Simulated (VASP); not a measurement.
Runs of VASP 6.6.1 on Al3Ni2. The structure is that of space group P-3m1 (No. 164), or close to it. The cells are those of the table. 

```tsv
cell	further INCAR settings	gap on the mesh (eV)	pressure (GPa)	largest force (eV/Å)
a = 3.703, b = 3.703, c = 4.859 Å, angles 90.0, 90.0, 120.0°, 5 atoms	ALGO = Fast; EDIFF = 1e-06; NBANDS = 22	none	31.6	0.49
a = 3.603, b = 3.603, c = 4.859 Å, angles 90.0, 90.0, 120.0°, 5 atoms	ALGO = Fast; EDIFF = 1e-06; NBANDS = 22	none	(b)	0.76
a = 3.803, b = 3.803, c = 4.859 Å, angles 90.0, 90.0, 120.0°, 5 atoms	ALGO = Fast; EDIFF = 1e-07; NBANDS = 22	none	18.6	0.29
a = 4.103, b = 4.103, c = 4.859 Å, angles 90.0, 90.0, 120.0°, 5 atoms	ALGO = Fast; EDIFF = 1e-06; NBANDS = 22	none	-6.0	0.07
a = 3.903, b = 3.903, c = 4.859 Å, angles 90.0, 90.0, 120.0°, 5 atoms	ALGO = Fast; EDIFF = 1e-07; NBANDS = 22	none	8.1	0.14
a = 4.303, b = 4.303, c = 4.859 Å, angles 90.0, 90.0, 120.0°, 5 atoms	ALGO = Fast; EDIFF = 1e-07; NBANDS = 22	none	-14.1	0.18
a = 4.203, b = 4.203, c = 4.859 Å, angles 90.0, 90.0, 120.0°, 5 atoms	ALGO = Fast; EDIFF = 1e-06; NBANDS = 22	none	(a)	0.14
```

Alike in all rows: task single point; level PBEsol; potentials or basis VASP PAW PBE potentials, release 64 (Al, Ni); no spin polarisation; k mesh 12 × 12 × 10; cutoff (eV) 520; smearing gaussian 0.15 eV.

Problem. Fill in the values left out.

Solution. (a) -10.5; (b) 48.3.

Caveats: the PAW data sets were made with another functional, which shifts forces and pressure a little; the cell stands under pressure (at least some runs); the cell stands under tension (at least some runs).

A gap of «none» marks levels without a gap at the run's occupations.
